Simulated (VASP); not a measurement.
# Be2Pt (I4/mcm) in VASP: a series of runs

Be2Pt is run at these levels: PBE; tasks: single point, relaxation of cell and atoms.

All numbers are computed with VASP 6.6.1; they aren't measurements. Logs are shortened: lines on timing, memory, paths and dates and some standing lists are left out, and cuts for length are marked.

## 1. The cell of the first run

Symmetry: I4/mcm, No. 140, tetragonal system. Conventional cell: a = 5.289 Å, b = 5.289 Å, c = 4.403 Å, α = 90.00°, β = 90.00°, γ = 90.00°. Within 3.0 Å of Be (site symmetry m2m) lie 4 Pt at 2.26 Å and 11 Be at 2.50 to 2.82 Å. Pt (site symmetry 422) has 2 Pt at 2.20 Å and 8 Be at 2.26 Å within 2.9 Å.

## 2. Single point, PBE

INCAR

```
  PREC = Accurate
  ENCUT = 600
  EDIFF = 1E-6
  ISMEAR = 0
  SIGMA = 0.1
  LREAL = F
  LASPH = T
  NELM = 120
  ALGO = Normal
  ISIF = 2
  LWAVE = F
  LCHARG = F
  GGA = PE
  NBANDS = 23
  GGA_COMPAT = F
```

KPOINTS

```
Automatic mesh
0
Gamma
  6 6 6
```

POSCAR

```
Be2Pt
1.0
   -2.6446383440      2.6446383440      2.2014000179
    2.6446383440     -2.6446383440      2.2014000179
    2.6446383440      2.6446383440     -2.2014000179
Be Pt
4 2
Direct
    0.6670000000      0.1670000000      0.8340000000
    0.1670000000      0.3330000000      0.5000000000
    0.3330000000      0.8330000000      0.1660000000
    0.8330000000      0.6670000000      0.5000000000
    0.2500000000      0.2500000000      0.0000000000
    0.7500000000      0.7500000000      0.0000000000
```

Potentials or basis: VASP PAW PBE potentials, release 64 (Be, Pt).

Launch:

```console
$ cat potpaw_PBE.64/Be/POTCAR potpaw_PBE.64/Pt/POTCAR > POTCAR
$ mpirun -np 1 vasp_std > vasp.out
```

OUTCAR:

```text
PREC = Accurate
   ENCUT = 600
   EDIFF = 1E-6
   ISMEAR = 0
   LREAL = F
   LASPH = T
   NELM = 120
   ISIF = 2
   GGA = PE

 ion  position               nearest neighbor table
   1  0.667  0.167  0.834-   5 2.26   6 2.26   5 2.26   6 2.26
   2  0.167  0.333  0.500-   6 2.26   5 2.26   5 2.26   6 2.26
   3  0.333  0.833  0.166-   5 2.26   6 2.26   5 2.26   6 2.26
   4  0.833  0.667  0.500-   5 2.26   6 2.26   6 2.26   5 2.26
   5  0.250  0.250  0.000-   6 2.20   6 2.20   2 2.26   3 2.26   4 2.26   2 2.26   4 2.26   1 2.26
                             1 2.26   3 2.26
   6  0.750  0.750  0.000-   5 2.20   5 2.20   3 2.26   4 2.26   2 2.26   4 2.26   2 2.26   1 2.26
                             3 2.26   1 2.26

  LATTYP: Found a body centered tetragonal cell.
 ALAT       =     5.2892766880
 C/A-ratio  =     0.8324011572

  Lattice vectors:

 A1 = (  -2.6446383440,   2.6446383440,   2.2014000179)
 A2 = (   2.6446383440,  -2.6446383440,   2.2014000179)
 A3 = (   2.6446383440,   2.6446383440,  -2.2014000179)

Analysis of symmetry for initial positions (statically):
=====================================================================
 Subroutine PRICEL returns:
 Original cell was already a primitive cell.

 Routine SETGRP: Setting up the symmetry group for a
 body centered tetragonal supercell.

 Subroutine GETGRP returns: Found 16 space group operations
 (whereof  8 operations were pure point group operations)
 out of a pool of 16 trial point group operations.

The static configuration has the point symmetry C_4h.
 The point group associated with its full space group is D_4h.

Analysis of symmetry for dynamics (positions and initial velocities):
=====================================================================
 Subroutine PRICEL returns:
 Original cell was already a primitive cell.

 Routine SETGRP: Setting up the symmetry group for a
 body centered tetragonal supercell.

 Subroutine GETGRP returns: Found 16 space group operations
 (whereof  8 operations were pure point group operations)
 out of a pool of 16 trial point group operations.

The dynamic configuration has the point symmetry C_4h.
 The point group associated with its full space group is D_4h.

 Subroutine INISYM returns: Found 16 space group operations
 (whereof  8 operations are pure point group operations),
 and found     1 'primitive' translations

----------------------------------------------------------------------------------------

                                     Primitive cell

  volume of cell :      61.5874

  direct lattice vectors                    reciprocal lattice vectors
    -2.644638344  2.644638344  2.201400018     0.000000000  0.189061768  0.227128189
     2.644638344 -2.644638344  2.201400018     0.189061768  0.000000000  0.227128189
     2.644638344  2.644638344 -2.201400018     0.189061768  0.189061768  0.000000000

  length of vectors
     4.339860134  4.339860134  4.339860134     0.295519147  0.295519147  0.267373716

  position of ions in fractional coordinates (direct lattice)
     0.667000000  0.167000000  0.834000000
     0.167000000  0.333000000  0.500000000
     0.333000000  0.833000000  0.166000000
     0.833000000  0.667000000  0.500000000
     0.250000000  0.250000000  0.000000000
     0.750000000  0.750000000  0.000000000

  ion indices of the primitive-cell ions
   primitive index   ion index
                 1           1
                 2           2
                 3           3
                 4           4
                 5           5
                 6           6

----------------------------------------------------------------------------------------

 KPOINTS: Automatic mesh

Automatic generation of k-mesh.
 Grid dimensions read from file:
 generate k-points for:    6    6    6

 Generating k-lattice:

  Cartesian coordinates                     Fractional coordinates (reciprocal lattice)
     0.000000000  0.031510295  0.037854698     0.166666667  0.000000000  0.000000000
     0.031510295  0.000000000  0.037854698     0.000000000  0.166666667  0.000000000
     0.031510295  0.031510295  0.000000000     0.000000000  0.000000000  0.166666667

  Length of vectors
     0.049253191  0.049253191  0.044562286

  Shift w.r.t. Gamma in fractional coordinates (k-lattice)
     0.000000000  0.000000000  0.000000000

 Subroutine IBZKPT returns following result:
 ===========================================

 Found     30 irreducible k-points:

 Following reciprocal coordinates:
            Coordinates               Weight
  0.000000  0.000000  0.000000      1.000000
  0.166667  0.000000  0.000000      8.000000
  0.333333  0.000000 -0.000000      8.000000
  0.500000  0.000000  0.000000      4.000000
  0.166667  0.166667 -0.000000      8.000000
  0.333333  0.166667 -0.000000     16.000000
[... 16 lines left out ...]
 -0.333333 -0.333333  0.166667      8.000000
 -0.166667 -0.333333  0.166667      8.000000
 [... further k-points ...]
   k-points           NKPTS =     30   k-points in BZ     NKDIM =     30   number of bands    NBANDS=     23
   number of dos      NEDOS =    301   number of ions     NIONS =      6
   total plane-waves  NPLWV =  46656
   dimension x,y,z NGX =    36 NGY =   36 NGZ =   36
   dimension x,y,z NGXF=    72 NGYF=   72 NGZF=   72
   ions per type =               4   2
   NGX,Y,Z   is equivalent  to a cutoff of  13.79, 13.79, 13.79 a.u.
   NGXF,Y,Z  is equivalent  to a cutoff of  27.58, 27.58, 27.58 a.u.
 SYSTEM =  unknown system
   PREC   = accura    normal or accurate (medium, high low for compatibility)
   ISTART =      0    job   : 0-new  1-cont  2-samecut
   ICHARG =      2    charge: 1-file 2-atom 10-const
   ISPIN  =      1    spin polarized calculation?
   LNONCOLLINEAR =      F non collinear calculations
   LSORBIT =      F    spin-orbit coupling
   LASPH  =      T    aspherical Exc in radial PAW
   ENCUT  =  600.0 eV  44.10 Ry    6.64 a.u.   8.67  8.67  8.67*2*pi/ulx,y,z
   NELM   =    120;   NELMIN=  2; NELMDL= -5     # of ELM steps
   EDIFF  = 0.1E-05   stopping-criterion for ELM
   LREAL  =      F    real-space projection
   EDIFFG = 0.1E-04   stopping-criterion for IOM
   NSW    =      0    number of steps for IOM
   IBRION =     -1    ionic relax: 0-MD 1-quasi-New 2-CG
   NFREE  =      0    steps in history (QN), initial steepest desc. (CG)
   ISIF   =      2    stress and relaxation
   ISYM   =      2    0-nonsym 1-usesym 2-fastsym
   POTIM  = 0.5000    time-step for ionic-motion
   TEBEG  =    0.0;   TEEND  =   0.0 temperature during run
   PSTRESS=    0.0 pullay stress
   NELECT =      28.0000    total number of electrons
   NUPDOWN=      -1.0000    fix difference up-down
   EMIN   =  10.00;   EMAX   =-10.00  energy-range for DOS
   EFERMI =   0.00;   METHOD = LEGACY
   ISMEAR =     0;   SIGMA  =   0.10  broadening in eV -4-tet -1-fermi 0-gaus
   EFERMI_NEDOS =   21; number of points for ismear=-14 and -15
   IALGO  =     38    algorithm
   IMIX   =      4    mixing-type and parameters
     AMIX     =   0.40;   BMIX     =  1.00
     AMIX_MAG =   1.60;   BMIX_MAG =  1.00
  volume/ion in A,a.u.               =      10.26        69.27
  Fermi-wavevector in a.u.,A,eV,Ry     =   1.258820  2.378825 21.560173  1.584628
  Thomas-Fermi vector in A             =   2.392411
   LORBIT       =      0    0 simple, 1 ext, 2 COOP (PROOUT), +10 PAW based schemes
   GGA     = PE    functional components
   LHFCALC =     F    Hartree Fock is set to
   AEXX    =    0.0000 exact exchange contribution
   IVDW    =     0    specifies the selected vdW correction
   LEPSILON=     F    determine dielectric tensor
   LRPA    =     F    only Hartree local field effects (RPA)
 non-spin polarized calculation
 Gauss-broadening in eV      SIGMA  =   0.10
  energy-cutoff  :      600.00
  volume of cell :       61.59
 maximum number of plane-waves:      2073
 NGX is ok and might be reduce to    36
   NGX = 17   NGY = 17   NGZ = 17

 number of electron      28.0000000 magnetization

 Free energy of the ion-electron system (eV)
  ---------------------------------------------------
  ext. energy  EPLUGINS =         0.00000000
  ---------------------------------------------------
  free energy    TOTEN  =       -23.93820424 eV

  energy without entropy =      -23.93290055  energy(sigma->0) =      -23.93555239

 E-fermi :   9.5478     XC(G=0): -11.8285

 val. band max:        9.5397265587   @ k =   0.0000   0.0000   0.0000
 cond. band min:       9.5650875181   @ k =   0.3333   0.0000  -0.0000
 fundamental gap:      0.0253609594
 Fermi energy:         9.5477676689

 k-point     1 :       0.0000    0.0000    0.0000
  band No.  band energies     occupation
      1      -1.8699      2.00000
      2       0.4813      2.00000
      3       0.9888      2.00000
      4       0.9888      2.00000
      5       2.1667      2.00000
      6       4.2246      2.00000
[... 15 lines left out ...]
     22      17.3921      0.00000
     23      18.8502      0.00000

 k-point     2 :       0.1667    0.0000    0.0000
  band No.  band energies     occupation
      1      -1.4014      2.00000
      2       0.9233      2.00000
      3       1.2401      2.00000
      4       1.2462      2.00000
      5       2.3351      2.00000
      6       4.2423      2.00000
[... 15 lines left out ...]
     22      18.1311      0.00000
     23      18.7705      0.00000

 k-point     3 :       0.3333    0.0000   -0.0000
  band No.  band energies     occupation
      1      -0.1585      2.00000
      2       1.8373      2.00000
      3       1.9565      2.00000
      4       2.3054      2.00000
      5       2.7873      2.00000
      6       4.1657      2.00000
[... 15 lines left out ...]
     22      18.3052      0.00000
     23      18.9033      0.00000
[... 495 lines left out ...]
 k-point    23 :      -0.3333   -0.3333    0.1667
  band No.  band energies     occupation
      1       1.4728      2.00000
      2       1.5624      2.00000
      3       2.2202      2.00000
      4       2.3733      2.00000
      5       2.4758      2.00000
      6       3.1265      2.00000
[... 15 lines left out ...]
     22      18.8819      0.00000
     23      18.9790      0.00000

 k-point    24 :      -0.1667   -0.3333    0.1667
  band No.  band energies     occupation
      1       0.4426      2.00000
      2       2.4837      2.00000
      3       2.7958      2.00000
      4       2.8328      2.00000
      5       3.6862      2.00000
      6       3.7881      2.00000
[... 15 lines left out ...]
     22      18.8953      0.00000
     23      19.3591      0.00000

 [... further k-points ...]

------------------------ aborting loop because EDIFF is reached ----------------------------------------

  FORCE on cell =-STRESS in cart. coord.  units (eV):
  Direction    XX          YY          ZZ          XY          YZ          ZX
  --------------------------------------------------------------------------------------
  -------------------------------------------------------------------------------------
  Total        8.5490906      8.5490906     62.7567412      0.0000000     -0.0000000      0.0000000
  in kB      222.4021406    222.4021406   1632.5986320      0.0000000     -0.0000000      0.0000000
  external PRESSURE =     692.4676377 kB  Pullay stress =       0.0000000 kB

 VOLUME and BASIS-vectors are now :
 -----------------------------------------------------------------------------
  energy-cutoff  :      600.00
  volume of cell :       61.59
      direct lattice vectors                 reciprocal lattice vectors
    -2.644638344  2.644638344  2.201400018     0.000000000  0.189061768  0.227128189
     2.644638344 -2.644638344  2.201400018     0.189061768  0.000000000  0.227128189
     2.644638344  2.644638344 -2.201400018     0.189061768  0.189061768  0.000000000

 POSITION                                       TOTAL-FORCE (eV/Angst)
 -----------------------------------------------------------------------------------
      0.88331      3.52795      0.00000        -0.346279     -0.346279      0.000000
      1.76133      0.88331      0.00000         0.346279     -0.346279      0.000000
      1.76133     -0.88331      2.20140         0.346279      0.346279     -0.000000
      0.88331      1.76133      2.20140        -0.346279      0.346279      0.000000
      0.00000      0.00000      1.10070         0.000000      0.000000      0.000000
      0.00000      0.00000      3.30210         0.000000      0.000000      0.000000
 -----------------------------------------------------------------------------------
    total drift:                                0.000000     -0.000000      0.000000

  FREE ENERGIE OF THE ION-ELECTRON SYSTEM (eV)
  ---------------------------------------------------
  free  energy   TOTEN  =       -23.9382042389 eV

  energy  without entropy=      -23.9329005457  energy(sigma->0) =      -23.93555239
```

Run time: 48 s. Hardware: 1 thread of Oxide Virtual Turin-like, shared host; peak memory 0.19 GiB.

What came out:

| Quantity | Value |
| --- | --- |
| Free energy | -23.9382 eV |
| Pressure | 69.2 GPa |
| Largest force | 0.490 eV/Å |
| Band gap on the k mesh | zero (bands 14 and 15 overlap by 0.77 eV) |

Forces in eV/Å, atoms in the order of the input:
```
Be  -0.346 -0.346  0.000
Be   0.346 -0.346  0.000
Be   0.346  0.346  0.000
Be  -0.346  0.346  0.000
Pt   0.000  0.000  0.000
Pt   0.000  0.000  0.000
```

Stress tensor (GPa, compression positive):
```
 22.24   0.00   0.00
  0.00  22.24   0.00
  0.00   0.00 163.26
```

Levels at points of the mesh, in eV from the Fermi level:
| k point | band 10 | band 11 | band 12 | band 13 | band 14 | band 15 | band 16 | band 17 | band 18 | band 19 |
| --- | --- | --- | --- | --- | --- | --- | --- | --- | --- | --- |
| (0.00, 0.00, 0.00) | -1.18 | -1.18 | -0.47 | -0.47 | -0.01 | -0.01 | 0.62 | 0.88 | 1.35 | 4.72 |
| (0.50, 0.00, 0.00) | -5.10 | -4.90 | -4.90 | -0.51 | -0.51 | 1.13 | 1.13 | 4.02 | 4.02 | 7.99 |
| (0.50, 0.50, 0.00) | -2.51 | -1.89 | -0.62 | -0.61 | -0.38 | 0.32 | 0.53 | 3.50 | 6.49 | 6.77 |
| (0.50, 0.50, 0.50) | -4.91 | -3.17 | -2.07 | -0.60 | -0.60 | -0.53 | 4.77 | 6.22 | 6.38 | 6.50 |

Caveat: the stress differs along the axes, from 22 to 163 GPa; spin-orbit coupling is left out, which moves the levels of the heavy elements.

## 3. Relaxation of cell and atoms, PBE

INCAR

```
PREC = Accurate
ENCUT = 600
EDIFF = 1E-7
ISMEAR = 0
SIGMA = 0.1
LREAL = F
LASPH = T
NELM = 120
ALGO = Normal
ISIF = 3
LWAVE = F
LCHARG = F
GGA = PE
IBRION = 2
NSW = 90
EDIFFG = -0.04
GGA_COMPAT = F
NELMIN = 4
```

KPOINTS is that of step 2.

POSCAR is that of step 2.

Potentials or basis: VASP PAW PBE potentials, release 64 (Be, Pt).

Launch:

```console
$ cat potpaw_PBE.64/Be/POTCAR potpaw_PBE.64/Pt/POTCAR > POTCAR
$ mpirun -np 1 vasp_std > vasp.out
```

Run time: 6.7 min. Hardware: 1 thread of Oxide Virtual Turin-like, shared host; peak memory 0.21 GiB.

It converged, with:

| Property | Result |
| --- | --- |
| Free energy | -29.4563 eV |
| Relaxed volume | 13.20 Å³/atom |
| Relaxed cell | a = 4.687 Å, b = 4.687 Å, c = 4.687 Å, α = 108.60°, β = 108.60°, γ = 111.23° |
| Space group after relaxing (to 0.1 Å) | P4/mmm (No. 123) |
| Energy gained by relaxing | 919.7 meV/atom |
| Ionic steps | 17 |
| Pressure after relaxing | 0.3 GPa |
| Largest force after relaxing | 0.023 eV/Å |
| Band gap on the k mesh | zero (bands 14 and 15 overlap by 1.07 eV) |

Forces on the atoms (eV/Å):
```
Be  -0.016 -0.016  0.000
Be   0.016 -0.016  0.000
Be   0.016  0.016  0.000
Be  -0.016  0.016  0.000
Pt   0.000  0.000  0.000
Pt   0.000  0.000  0.000
```

Stress tensor (GPa, compression positive):
```
0.32 0.00 0.00
0.00 0.32 0.00
0.00 0.00 0.24
```

Step by step:
| step | energy change (eV) | largest force (eV/Å) | pressure (GPa) | volume (Å³) |
| --- | --- | --- | --- | --- |
| 1 | 0.0000 | 0.4897 | 69.24 | 61.59 |
| 2 | -0.5777 | 0.9107 | -25.32 | 105.84 |
| 3 | -4.6650 | 0.6855 | -8.77 | 78.73 |
| 4 | -4.7049 | 0.6531 | -6.48 | 77.57 |
| 5 | -4.7164 | 0.6268 | -4.43 | 76.62 |
| 6 | -4.8993 | 0.4794 | 0.12 | 73.59 |
| 7 | -4.9166 | 0.4076 | 2.33 | 72.37 |
| 8 | -4.9594 | 0.3933 | 0.05 | 73.50 |
| 9 | -4.9781 | 0.3823 | -2.44 | 74.88 |
| 10 | -5.0028 | 0.3635 | -2.16 | 74.95 |
| 11 | -5.0716 | 0.3212 | -1.32 | 75.17 |
| 12 | -5.1959 | 0.2708 | 0.26 | 75.60 |
| 13 | -5.3961 | 0.1515 | 2.78 | 76.46 |
| 14 | -5.4617 | 0.1196 | 2.66 | 78.13 |
| 15 | -5.4983 | 0.0085 | 3.64 | 77.44 |
| 16 | -5.4817 | 0.0834 | -3.83 | 81.56 |
| 17 | -5.5181 | 0.0231 | 0.29 | 79.18 |

Final structure:
```yaml
crystal:
  lattice:
    - [-2.73491, 2.73491, 2.64657]
    - [2.73491, -2.73491, 2.64657]
    - [2.73491, 2.73491, -2.64657]
  atoms:
    - { symbol: Be, position: [0.75339, 0.25339, 0.00679] }
    - { symbol: Be, position: [0.25339, 0.24661, 0.50000] }
    - { symbol: Be, position: [0.24661, 0.74661, 0.99321] }
    - { symbol: Be, position: [0.74661, 0.75339, 0.50000] }
    - { symbol: Pt, position: [0.25000, 0.25000, 0.00000] }
    - { symbol: Pt, position: [0.75000, 0.75000, 0.00000] }
```

Levels at points of the mesh, in eV from the Fermi level:
```
           k point  band 12  band 13  band 14  band 15  band 16  band 17
(0.00, 0.00, 0.00)    -1.76    -1.09    -1.09    -0.83    -0.83     0.47
(0.50, 0.00, 0.00)    -4.05     0.24     0.24     0.54     0.54     3.19
(0.50, 0.50, 0.00)    -2.42    -2.39    -1.54     0.59     2.14     2.55
(0.50, 0.50, 0.50)    -3.04    -2.74    -2.74     1.03     1.33     6.33
```

Caveat: the volume moved by over 15 % at a fixed basis, so the end points are rough; spin-orbit coupling is left out, which moves the levels of the heavy elements.

The gap in the log of VASP goes by the Fermi energy; the results here count the filled bands.